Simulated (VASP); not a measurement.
# Fe (Im-3m) in VASP: single point with LDA

Aim: the single point of Fe with LDA.

Program: VASP 6.6.1. These are calculated values, not measurements. Logs are shortened: lines on timing, memory, paths and dates and some standing lists are left out, and cuts for length are marked.

## (1) The cell of the first run

It takes space group Im-3m (No. 229, cubic). The conventional cell has a = 2.886 Å, b = 2.886 Å, c = 2.886 Å, α = 90.00°, β = 90.00°, γ = 90.00°. Fe (site symmetry m-3m) has 14 Fe at 2.50 to 2.89 Å within 3.3 Å.

## (2) Single point, LDA, collinear spin, ferromagnetic start

File INCAR:

```
SYSTEM = Fe
PREC = Accurate
ENCUT = 520
EDIFF = 1E-6
ISMEAR = 1
SIGMA = 0.2
LREAL = .FALSE.
LASPH = .TRUE.
NELM = 150
ALGO = Normal
ISIF = 2
LWAVE = .FALSE.
LCHARG = .FALSE.
ISPIN = 2
MAGMOM = 4.5
LORBIT = 11
LMAXMIX = 4
NBANDS = 14
```

File KPOINTS:

```
Automatic mesh
0
Gamma
  16 16 16
  0.5 0.5 0.5
```

File POSCAR:

```
Fe
1.0
   -1.4430000000      1.4430000000      1.4430000000
    1.4430000000     -1.4430000000      1.4430000000
    1.4430000000      1.4430000000     -1.4430000000
Fe
1
Direct
    0.0000000000      0.0000000000      0.0000000000
```

Potentials or basis: VASP PAW LDA potentials, release 64 (Fe).

On the command line:

```bash
$ cat potpaw_LDA.64/Fe/POTCAR > POTCAR
$ mpirun -np 1 vasp_std > vasp.out
```

OUTCAR:

```text
SYSTEM = Fe
   PREC = Accurate
   ENCUT = 520
   EDIFF = 1E-6
   ISMEAR = 1
   LREAL = .FALSE.
   LASPH = .TRUE.
   NELM = 150
   ISIF = 2
   ISPIN = 2
   LORBIT = 11

 ion  position               nearest neighbor table
   1  0.000  0.000  0.000-

  LATTYP: Found a body centered cubic cell.
 ALAT       =     2.8860000000

  Lattice vectors:

 A1 = (  -1.4430000000,   1.4430000000,   1.4430000000)
 A2 = (   1.4430000000,  -1.4430000000,   1.4430000000)
 A3 = (   1.4430000000,   1.4430000000,  -1.4430000000)

Analysis of symmetry for initial positions (statically):
=====================================================================
 Subroutine PRICEL returns:
 Original cell was already a primitive cell.

 Routine SETGRP: Setting up the symmetry group for a
 body centered cubic supercell.

 Subroutine GETGRP returns: Found 48 space group operations
 (whereof 48 operations were pure point group operations)
 out of a pool of 48 trial point group operations.

The static configuration has the point symmetry O_h .

Analysis of symmetry for dynamics (positions and initial velocities):
=====================================================================
 Subroutine PRICEL returns:
 Original cell was already a primitive cell.

 Routine SETGRP: Setting up the symmetry group for a
 body centered cubic supercell.

 Subroutine GETGRP returns: Found 48 space group operations
 (whereof 48 operations were pure point group operations)
 out of a pool of 48 trial point group operations.

The dynamic configuration has the point symmetry O_h .

Analysis of structural, dynamic, and magnetic symmetry:
=====================================================================
 Subroutine PRICEL returns:
 Original cell was already a primitive cell.

 Routine SETGRP: Setting up the symmetry group for a
 body centered cubic supercell.

 Subroutine GETGRP returns: Found 48 space group operations
 (whereof 48 operations were pure point group operations)
 out of a pool of 48 trial point group operations.

The overall configuration has the point symmetry O_h .

 Subroutine INISYM returns: Found 48 space group operations
 (whereof 48 operations are pure point group operations),
 and found     1 'primitive' translations

----------------------------------------------------------------------------------------

                                     Primitive cell

  volume of cell :      12.0187

  direct lattice vectors                    reciprocal lattice vectors
    -1.443000000  1.443000000  1.443000000     0.000000000  0.346500347  0.346500347
     1.443000000 -1.443000000  1.443000000     0.346500347  0.000000000  0.346500347
     1.443000000  1.443000000 -1.443000000     0.346500347  0.346500347  0.000000000

  length of vectors
     2.499349315  2.499349315  2.499349315     0.490025489  0.490025489  0.490025489

[... 123 lines left out ...]

  energy without entropy =       -9.07210577  energy(sigma->0) =       -9.07175508

 E-fermi :   5.0806     XC(G=0): -13.1020

 val. band max:        5.0759462088   @ k =   0.4062   0.0937   0.0312
 cond. band min:       5.0915772343   @ k =  -0.4062   0.4687   0.2812
 fundamental gap:      0.0156310255
 Fermi energy:         5.0806182142

 spin component 1

 k-point     1 :       0.0312    0.0312    0.0312
  band No.  band energies     occupation
      1      -2.8596      1.00000
      2       2.8834      1.00000
      3       2.8834      1.00000
      4       3.0697      1.00000
      5       4.1401      1.00000
      6       4.1401      1.00000
      7      28.2469      0.00000
      8      28.2469      0.00000
      9      29.6401      0.00000
     10      32.7451      0.00000
     11      34.0695      0.00000
     12      34.0695      0.00000
     13      35.5652      0.00000
     14      35.5652      0.00000
[... 379 lines left out ...]
      3       2.4260      1.00000
      4       4.0854      1.00000
      5       4.4131      1.00001
      6       6.5218     -0.00000
      7      16.7612      0.00000
      8      17.4553      0.00000
      9      23.0638      0.00000
     10      31.5569      0.00000
     11      34.7785      0.00000
     12      39.1392      0.00000
     13      40.7794      0.00000
     14      44.1448      0.00000

 [... further k-points ...]

 spin component 2

 k-point     1 :       0.0312    0.0312    0.0312
  band No.  band energies     occupation
      1      -2.4907      1.00000
      2       4.6848      1.00855
      3       4.6848      1.00855
      4       4.8923      1.01799
      5       6.4242     -0.00000
      6       6.4243     -0.00000
      7      28.5422      0.00000
      8      28.5422      0.00000
      9      29.7789      0.00000
     10      33.5921      0.00000
     11      34.5668      0.00000
     12      34.5668      0.00000
     13      36.3259      0.00000
     14      36.3259      0.00000
[... 379 lines left out ...]
      3       3.8926      1.00000
      4       6.2723     -0.00000
      5       6.6998     -0.00000
      6       8.2289     -0.00000
      7      17.6719      0.00000
      8      18.2153      0.00000
      9      23.6979      0.00000
     10      31.9406      0.00000
     11      35.3033      0.00000
     12      39.6397      0.00000
     13      41.3638      0.00000
     14      44.8588      0.00000

 [... further k-points ...]

------------------------ aborting loop because EDIFF is reached ----------------------------------------

  FORCE on cell =-STRESS in cart. coord.  units (eV):
  Direction    XX          YY          ZZ          XY          YZ          ZX
  --------------------------------------------------------------------------------------
  -------------------------------------------------------------------------------------
  Total       -1.9742059     -1.9742059     -1.9742059     -0.0000000     -0.0000000      0.0000000
  in kB     -263.1746484   -263.1746484   -263.1746484     -0.0000000     -0.0000000      0.0000000
  external PRESSURE =    -263.1746484 kB  Pullay stress =       0.0000000 kB

 VOLUME and BASIS-vectors are now :
 -----------------------------------------------------------------------------
  energy-cutoff  :      520.00
  volume of cell :       12.02
      direct lattice vectors                 reciprocal lattice vectors
    -1.443000000  1.443000000  1.443000000     0.000000000  0.346500347  0.346500347
     1.443000000 -1.443000000  1.443000000     0.346500347  0.000000000  0.346500347
     1.443000000  1.443000000 -1.443000000     0.346500347  0.346500347  0.000000000

 POSITION                                       TOTAL-FORCE (eV/Angst)
 -----------------------------------------------------------------------------------
      0.00000      0.00000      0.00000         0.000000      0.000000     -0.000000
 -----------------------------------------------------------------------------------
    total drift:                                0.000000     -0.000000      0.000000

  FREE ENERGIE OF THE ION-ELECTRON SYSTEM (eV)
  ---------------------------------------------------
  free  energy   TOTEN  =        -9.0715797386 eV

  energy  without entropy=       -9.0721057727  energy(sigma->0) =       -9.07175508

 total charge

# of ion       s       p       d       tot
------------------------------------------
    1        0.466   0.485   6.219   7.170

 magnetization (x)

# of ion       s       p       d       tot
------------------------------------------
    1       -0.011  -0.034   2.228   2.183
```

OSZICAR:

```text
N       E                     dE             d eps       ncg     rms          rms(c)
DAV:   1     0.222467891070E+02    0.22247E+02   -0.37839E+03  8630   0.735E+02
DAV:   2    -0.850934912168E+01   -0.30756E+02   -0.27649E+02  8458   0.128E+02
DAV:   3    -0.949209780673E+01   -0.98275E+00   -0.97213E+00  9658   0.239E+01
DAV:   4    -0.949609954618E+01   -0.40017E-02   -0.40013E-02  9070   0.135E+00
DAV:   5    -0.949612310682E+01   -0.23561E-04   -0.23560E-04  9598   0.107E-01    0.129E+01
DAV:   6    -0.916726830966E+01    0.32885E+00   -0.98104E+00  9844   0.374E+01    0.555E+00
DAV:   7    -0.909087266854E+01    0.76396E-01   -0.68321E-01  9772   0.955E+00    0.344E+00
DAV:   8    -0.907982184626E+01    0.11051E-01   -0.83605E-03 10646   0.702E-01    0.998E-01
DAV:   9    -0.907214480557E+01    0.76770E-02   -0.10802E-02 11712   0.702E-01    0.246E-01
DAV:  10    -0.907157999898E+01    0.56481E-03   -0.78979E-04  9802   0.387E-01    0.348E-02
DAV:  11    -0.907158187931E+01   -0.18803E-05   -0.21279E-05  9794   0.377E-02    0.363E-02
DAV:  12    -0.907157841234E+01    0.34670E-05   -0.43343E-07  6446   0.701E-03    0.201E-02
DAV:  13    -0.907157992789E+01   -0.15156E-05   -0.19470E-06  4682   0.777E-03    0.431E-03
DAV:  14    -0.907157973856E+01    0.18933E-06   -0.94337E-08  4202   0.337E-03
   1 F= -.90715797E+01 E0= -.90717551E+01  d E =0.526034E-03  mag=     2.2028
```

Wall time 73 s (1 thread of Intel Xeon 8259CL, shared host); peak memory 0.15 GiB.

Results:

| Quantity | Value |
| --- | --- |
| Free energy | -9.0716 eV |
| Pressure | -26.3 GPa |
| Net moment | 2.20 μB per cell |
| Site moments | Fe +2.18 μB |
| Valence electrons inside the program's atomic spheres | Fe 7.17 |
